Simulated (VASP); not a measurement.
# Lu (P6_3/mmc) in VASP: further runs, part 2 of 2

VASP 6.6.1.

## Step 3: Single point, LDA

Contents of INCAR:

```
PREC = Accurate
ENCUT = 520
EDIFF = 1E-6
ISMEAR = -1
SIGMA = 0.01
LREAL = F
LASPH = T
NELM = 80
ALGO = Normal
ISIF = 2
LWAVE = F
LCHARG = F
GGA = CA
NBANDS = 32
```

Contents of KPOINTS:

```
Automatic mesh
0
Gamma
  11 11 6
```

Contents of POSCAR:

```
Lu
1.0
    3.3823924653      0.0000000000      0.0000000000
   -1.6911962327      2.9292378005      0.0000000000
    0.0000000000      0.0000000000      5.2524129119
Lu
2
Direct
    0.3333333333      0.6666666667      0.2500000000
    0.6666666667      0.3333333333      0.7500000000
```

Potentials or basis: VASP PAW PBE potentials, release 64 (Lu).

Started as:

```sh
$ cat potpaw_PBE.64/Lu/POTCAR > POTCAR
$ mpirun -np 1 vasp_std > vasp.out
```

OUTCAR:

```text
PREC = Accurate
   ENCUT = 520
   EDIFF = 1E-6
   ISMEAR = -1
   LREAL = F
   LASPH = T
   NELM = 80
   ISIF = 2
   GGA = CA

 ion  position               nearest neighbor table
   1  0.333  0.667  0.250-   2 3.27   2 3.27   2 3.27   2 3.27   2 3.27   2 3.27
   2  0.667  0.333  0.750-   1 3.27   1 3.27   1 3.27   1 3.27   1 3.27   1 3.27

  LATTYP: Found a hexagonal cell.
 ALAT       =     3.3823924653
 C/A-ratio  =     1.5528691498

  Lattice vectors:

 A1 = (   3.3823924653,   0.0000000000,   0.0000000000)
 A2 = (  -1.6911962327,   2.9292378005,   0.0000000000)
 A3 = (   0.0000000000,   0.0000000000,   5.2524129119)

Analysis of symmetry for initial positions (statically):
=====================================================================
 Subroutine PRICEL returns:
 Original cell was already a primitive cell.

 Routine SETGRP: Setting up the symmetry group for a
 hexagonal supercell.

 Subroutine GETGRP returns: Found 24 space group operations
 (whereof 12 operations were pure point group operations)
 out of a pool of 24 trial point group operations.

The static configuration has the point symmetry D_3d.
 The point group associated with its full space group is D_6h.

Analysis of symmetry for dynamics (positions and initial velocities):
=====================================================================
 Subroutine PRICEL returns:
 Original cell was already a primitive cell.

 Routine SETGRP: Setting up the symmetry group for a
 hexagonal supercell.

 Subroutine GETGRP returns: Found 24 space group operations
 (whereof 12 operations were pure point group operations)
 out of a pool of 24 trial point group operations.

The dynamic configuration has the point symmetry D_3d.
 The point group associated with its full space group is D_6h.

 Subroutine INISYM returns: Found 24 space group operations
 (whereof 12 operations are pure point group operations),
 and found     1 'primitive' translations

----------------------------------------------------------------------------------------

                                     Primitive cell

  volume of cell :      52.0400

  direct lattice vectors                    reciprocal lattice vectors
     3.382392465  0.000000000  0.000000000     0.295648719  0.170692868  0.000000000
    -1.691196233  2.929237801  0.000000000     0.000000000  0.341385735  0.000000000
     0.000000000  0.000000000  5.252412912     0.000000000  0.000000000  0.190388687

  length of vectors
     3.382392465  3.382392465  5.252412912     0.341385735  0.341385735  0.190388687

  position of ions in fractional coordinates (direct lattice)
     0.333333333  0.666666667  0.250000000
     0.666666667  0.333333333  0.750000000

  ion indices of the primitive-cell ions
   primitive index   ion index
                 1           1
                 2           2

----------------------------------------------------------------------------------------

 KPOINTS: Automatic mesh

Automatic generation of k-mesh.
 Grid dimensions read from file:
 generate k-points for:   11   11    6

 Generating k-lattice:

  Cartesian coordinates                     Fractional coordinates (reciprocal lattice)
     0.026877156  0.015517533  0.000000000     0.090909091  0.000000000  0.000000000
     0.000000000  0.031035067  0.000000000     0.000000000  0.090909091  0.000000000
     0.000000000  0.000000000  0.031731448     0.000000000  0.000000000  0.166666667

  Length of vectors
     0.031035067  0.031035067  0.031731448

  Shift w.r.t. Gamma in fractional coordinates (k-lattice)
     0.000000000  0.000000000  0.000000000

 Subroutine IBZKPT returns following result:
 ===========================================

 Found     64 irreducible k-points:

 Following reciprocal coordinates:
            Coordinates               Weight
  0.000000  0.000000  0.000000      1.000000
  0.090909  0.000000  0.000000      6.000000
  0.181818  0.000000  0.000000      6.000000
  0.272727  0.000000  0.000000      6.000000
  0.363636  0.000000  0.000000      6.000000
  0.454545  0.000000  0.000000      6.000000
[... 16 lines left out ...]
  0.090909  0.090909  0.166667     12.000000
  0.181818  0.090909  0.166667     24.000000
 [... further k-points ...]
   k-points           NKPTS =     64   k-points in BZ     NKDIM =     64   number of bands    NBANDS=     32
   number of dos      NEDOS =    301   number of ions     NIONS =      2
   total plane-waves  NPLWV =  31360
   dimension x,y,z NGX =    28 NGY =   28 NGZ =   40
   dimension x,y,z NGXF=    56 NGYF=   56 NGZF=   80
   ions per type =               2
   NGX,Y,Z   is equivalent  to a cutoff of  13.76, 13.76, 12.66 a.u.
   NGXF,Y,Z  is equivalent  to a cutoff of  27.52, 27.52, 25.32 a.u.
 SYSTEM =  unknown system
   PREC   = accura    normal or accurate (medium, high low for compatibility)
   ISTART =      0    job   : 0-new  1-cont  2-samecut
   ICHARG =      2    charge: 1-file 2-atom 10-const
   ISPIN  =      1    spin polarized calculation?
   LNONCOLLINEAR =      F non collinear calculations
   LSORBIT =      F    spin-orbit coupling
   LASPH  =      T    aspherical Exc in radial PAW
   ENCUT  =  520.0 eV  38.22 Ry    6.18 a.u.   6.29  6.29  9.77*2*pi/ulx,y,z
   NELM   =     80;   NELMIN=  2; NELMDL= -5     # of ELM steps
   EDIFF  = 0.1E-05   stopping-criterion for ELM
   LREAL  =      F    real-space projection
   EDIFFG = 0.1E-04   stopping-criterion for IOM
   NSW    =      0    number of steps for IOM
   IBRION =     -1    ionic relax: 0-MD 1-quasi-New 2-CG
   NFREE  =      0    steps in history (QN), initial steepest desc. (CG)
   ISIF   =      2    stress and relaxation
   ISYM   =      2    0-nonsym 1-usesym 2-fastsym
   POTIM  = 0.5000    time-step for ionic-motion
   TEBEG  =    0.0;   TEEND  =   0.0 temperature during run
   PSTRESS=    0.0 pullay stress
   NELECT =      50.0000    total number of electrons
   NUPDOWN=      -1.0000    fix difference up-down
   EMIN   =  10.00;   EMAX   =-10.00  energy-range for DOS
   EFERMI =   0.00;   METHOD = LEGACY
   ISMEAR =    -1;   SIGMA  =   0.01  broadening in eV -4-tet -1-fermi 0-gaus
   EFERMI_NEDOS =   21; number of points for ismear=-14 and -15
   IALGO  =     38    algorithm
   IMIX   =      4    mixing-type and parameters
     AMIX     =   0.40;   BMIX     =  1.00
     AMIX_MAG =   1.60;   BMIX_MAG =  1.00
  volume/ion in A,a.u.               =      26.02       175.59
  Fermi-wavevector in a.u.,A,eV,Ry     =   1.615421  3.052703 35.505551  2.609584
  Thomas-Fermi vector in A             =   2.710171
   LORBIT       =      0    0 simple, 1 ext, 2 COOP (PROOUT), +10 PAW based schemes
   GGA     = CA    functional components
   LHFCALC =     F    Hartree Fock is set to
   AEXX    =    0.0000 exact exchange contribution
   IVDW    =     0    specifies the selected vdW correction
   LEPSILON=     F    determine dielectric tensor
   LRPA    =     F    only Hartree local field effects (RPA)
 non-spin polarized calculation
  energy-cutoff  :      520.00
  volume of cell :       52.04
 maximum number of plane-waves:      1423
 NGX is ok and might be reduce to    28
   NGX = 13   NGY = 13   NGZ = 19

 number of electron      49.9999981 magnetization

 Free energy of the ion-electron system (eV)
  ---------------------------------------------------
  ext. energy  EPLUGINS =         0.00000000
  ---------------------------------------------------
  free energy    TOTEN  =       -10.39521479 eV

  energy without entropy =      -10.39478746  energy(sigma->0) =      -10.39500113

 E-fermi :   2.3658     XC(G=0): -11.5476

 val. band max:        2.3637354112   @ k =   0.4545   0.0909   0.3333
 cond. band min:       2.4052577934   @ k =   0.4545   0.0000   0.3333
 fundamental gap:      0.0415223822
 Fermi energy:         2.3657678767

 k-point     1 :       0.0000    0.0000    0.0000
  band No.  band energies     occupation
      1     -53.3139      2.00000
      2     -53.2499      2.00000
      3     -24.6148      2.00000
      4     -23.9780      2.00000
      5     -23.9780      2.00000
      6     -23.8508      2.00000
[... 24 lines left out ...]
     31       5.9044      0.00000
     32       5.9044      0.00000
[... 774 lines left out ...]
      2     -53.2479      2.00000
      3     -24.4712      2.00000
      4     -24.1684      2.00000
      5     -24.1331      2.00000
      6     -24.0354      2.00000
[... 24 lines left out ...]
     31       6.4055      0.00000
     32       7.0216      0.00000

 [... further k-points ...]

------------------------ aborting loop because EDIFF is reached ----------------------------------------

  FORCE on cell =-STRESS in cart. coord.  units (eV):
  Direction    XX          YY          ZZ          XY          YZ          ZX
  --------------------------------------------------------------------------------------
  -------------------------------------------------------------------------------------
  Total        0.0571361      0.0571361     -0.1725988     -0.0000000      0.0000000      0.0000000
  in kB        1.7590710      1.7590710     -5.3138689     -0.0000000      0.0000000      0.0000000
  external PRESSURE =      -0.5985757 kB  Pullay stress =       0.0000000 kB

 VOLUME and BASIS-vectors are now :
 -----------------------------------------------------------------------------
  energy-cutoff  :      520.00
  volume of cell :       52.04
      direct lattice vectors                 reciprocal lattice vectors
     3.382392465  0.000000000  0.000000000     0.295648719  0.170692868  0.000000000
    -1.691196233  2.929237801  0.000000000     0.000000000  0.341385735  0.000000000
     0.000000000  0.000000000  5.252412912     0.000000000  0.000000000  0.190388687

 POSITION                                       TOTAL-FORCE (eV/Angst)
 -----------------------------------------------------------------------------------
     -0.00000      1.95283      1.31310        -0.000000     -0.000000      0.000000
      1.69120      0.97641      3.93931         0.000000      0.000000      0.000000
 -----------------------------------------------------------------------------------
    total drift:                               -0.000000      0.000000     -0.000000

  FREE ENERGIE OF THE ION-ELECTRON SYSTEM (eV)
  ---------------------------------------------------
  free  energy   TOTEN  =       -10.3952147892 eV

  energy  without entropy=      -10.3947874622  energy(sigma->0) =      -10.39500113
```

OSZICAR:

```text
N       E                     dE             d eps       ncg     rms          rms(c)
DAV:   1     0.231520574354E+03    0.23152E+03   -0.19044E+04  5976   0.508E+03
DAV:   2     0.185179468037E+02   -0.21300E+03   -0.20436E+03  4456   0.550E+02
DAV:   3    -0.840332640629E+01   -0.26921E+02   -0.26383E+02  5880   0.117E+02
DAV:   4    -0.106473679405E+02   -0.22440E+01   -0.22278E+01  6360   0.245E+01
DAV:   5    -0.107114434421E+02   -0.64076E-01   -0.64053E-01  6208   0.431E+00    0.532E+00
DAV:   6    -0.104271742672E+02    0.28427E+00   -0.10825E+00  6272   0.163E+01    0.210E+00
DAV:   7    -0.103989808499E+02    0.28193E-01   -0.13571E-01  5496   0.232E+00    0.587E-01
DAV:   8    -0.103949178727E+02    0.40630E-02   -0.23970E-02  6672   0.105E+00    0.162E-01
DAV:   9    -0.103953143486E+02   -0.39648E-03   -0.16749E-03  5688   0.370E-01    0.923E-02
DAV:  10    -0.103952158629E+02    0.98486E-04   -0.44234E-04  6728   0.225E-01    0.251E-02
DAV:  11    -0.103952148311E+02    0.10318E-05   -0.32434E-05  6232   0.455E-02    0.288E-03
DAV:  12    -0.103952147892E+02    0.41937E-07   -0.23852E-06  3960   0.110E-02
   1 F= -.10395215E+02 E0= -.10395001E+02  d E =-.427327E-03
```

stdout:

```text
POSCAR found type information on POSCAR Lu
 POSCAR found :  1 types and       2 ions
 scaLAPACK will be used
 -----------------------------------------------------------------------------
|                                                                             |
|                                                                             |
|     You enforced a specific xc type in the INCAR file but a different       |
|     I HOPE YOU KNOW WHAT YOU ARE DOING!                                     |
|                                                                             |
 -----------------------------------------------------------------------------

 LDA part: xc-table for (Slater(with rela. corr.)+CA(PZ))
 , standard interpolation
 POSCAR, INCAR and KPOINTS ok, starting setup
 FFT: planning ... GRIDC
 FFT: planning ... GRID_SOFT
 FFT: planning ... GRID
 WAVECAR not read
 entering main loop
```

Wall time 100 s (1 thread of Intel Xeon Platinum 8488C (Sapphire Rapids), shared host); peak memory 0.22 GiB.

What came out:

```
Free energy            : -10.3952 eV
Pressure               : -0.1 GPa
Band gap on the k mesh : zero (bands 25 and 26 overlap by 1.91 eV)
```

Levels at points of the mesh, in eV from the Fermi level:
```
           k point  band 22  band 23  band 24  band 25  band 26  band 27  band 28  band 29
(0.00, 0.00, 0.00)    -4.72    -4.72    -2.60     1.25     2.16     2.16     2.71     3.01
(0.00, 0.00, 0.50)    -4.72    -4.39    -4.39     1.26     1.26     2.04     2.04     2.04
```

Caveat: the PAW data sets were made with another functional, which shifts forces and pressure a little; spin-orbit coupling is left out, which moves the levels of the heavy elements.

## Step 4: Single point, LDA

Contents of INCAR:

```
SYSTEM = Lu
PREC = Accurate
ENCUT = 520
EDIFF = 1E-7
ISMEAR = -1
SIGMA = 0.03
LREAL = .FALSE.
LASPH = .TRUE.
NELM = 60
ALGO = Normal
ISIF = 2
LWAVE = .FALSE.
LCHARG = .FALSE.
GGA = CA
NBANDS = 32
```

Contents of KPOINTS:

```
regular mesh
0
G
  11 11 6
  0 0 0
```

POSCAR is that of step 3.

Started as:

```sh
$ cat potpaw_PBE.64/Lu/POTCAR > POTCAR
$ mpirun -np 1 vasp_std > vasp.out
```

It took 2 min on 1 thread of Intel Xeon Platinum 8488C (Sapphire Rapids), shared host; peak memory 0.22 GiB.

Results (log left out):

```yaml
Free_energy: -10.3976 eV
Pressure: 0.0 GPa
Band_gap_on_the_k_mesh: zero (bands 25 and 26 overlap by 1.91 eV)
```

Stress tensor (GPa, compression positive):
```
 0.16  0.00  0.00
 0.00  0.16  0.00
 0.00  0.00 -0.37
```

Levels at points of the mesh, in eV from the Fermi level:
| k point | band 21 | band 22 | band 23 | band 24 | band 25 | band 26 | band 27 | band 28 | band 29 | band 30 |
| --- | --- | --- | --- | --- | --- | --- | --- | --- | --- | --- |
| (0.00, 0.00, 0.00) | -4.75 | -4.73 | -4.72 | -2.61 | 1.25 | 2.16 | 2.16 | 2.70 | 3.00 | 3.00 |
| (0.00, 0.00, 0.50) | -4.72 | -4.72 | -4.39 | -4.39 | 1.25 | 1.25 | 2.04 | 2.04 | 2.04 | 2.04 |

Caveat: the PAW data sets were made with another functional, which shifts forces and pressure a little; spin-orbit coupling is left out, which moves the levels of the heavy elements.

## Step 5: Single point, LDA

Contents of INCAR:

```
PREC     = Accurate       # precision mode
ENCUT    = 520            # plane-wave cutoff, eV
EDIFF    = 1E-6           # SCF threshold, eV
ISMEAR   = -1             # smearing method
SIGMA    = 0.2            # smearing width, eV
LREAL    = False          # projectors in reciprocal space
LASPH    = True           # aspherical terms in the spheres
NELM     = 100            # most SCF steps
ALGO     = Normal         # electronic algorithm
ISIF     = 2              # what is computed and relaxed
LWAVE    = False          # write WAVECAR
LCHARG   = True           # write CHGCAR
GGA      = CA             # functional
LELF     = True           # ELF
LVHAR    = True         
NBANDS   = 32             # bands
```

Contents of KPOINTS:

```
regular mesh
0
Gamma
  11 11 6
```

POSCAR is that of step 4.

Started as:

```sh
$ cat potpaw_PBE.64/Lu/POTCAR > POTCAR
$ mpirun -np 1 vasp_std > vasp.out
```

Run time: 2 min. Hardware: 1 thread of Intel Xeon Platinum 8488C (Sapphire Rapids), shared host; peak memory 0.22 GiB.

Results (log left out):

- Free energy: -10.5716 eV
- Pressure: 0.6 GPa
- Band gap on the k mesh: zero (bands 25 and 26 overlap by 1.91 eV)

Stress tensor (GPa, compression positive):
```
0.31 0.00 0.00
0.00 0.31 0.00
0.00 0.00 1.09
```

Levels at points of the mesh, in eV from the Fermi level:
| k point | band 23 | band 24 | band 25 | band 26 | band 27 | band 28 |
| --- | --- | --- | --- | --- | --- | --- |
| (0.00, 0.00, 0.00) | -4.70 | -2.59 | 1.25 | 2.18 | 2.18 | 2.71 |
| (0.00, 0.00, 0.50) | -4.38 | -4.38 | 1.26 | 1.26 | 2.05 | 2.05 |

Caveat: the PAW data sets were made with another functional, which shifts forces and pressure a little; spin-orbit coupling is left out, which moves the levels of the heavy elements.

## Step 6: Overview

```csv
k mesh,smearing,gap on the mesh (eV),pressure (GPa)
11 × 11 × 7,fermi-dirac 0.1 eV,none,0.3
11 × 11 × 6,fermi-dirac 0.01 eV,none,-0.1
11 × 11 × 6,fermi-dirac 0.03 eV,none,0.0
11 × 11 × 6,fermi-dirac 0.2 eV,none,0.6
```

Alike in all rows: task single point; level LDA; potentials or basis VASP PAW PBE potentials, release 64 (Lu); no spin polarisation; cell as given; cutoff (eV) 520.

Caveats: the PAW data sets were made with another functional, which shifts forces and pressure a little; spin-orbit coupling is left out, which moves the levels of the heavy elements.

Absolute energies hang on the potentials; compare differences alone.

The gap in the log of VASP goes by the Fermi energy; the results here count the filled bands.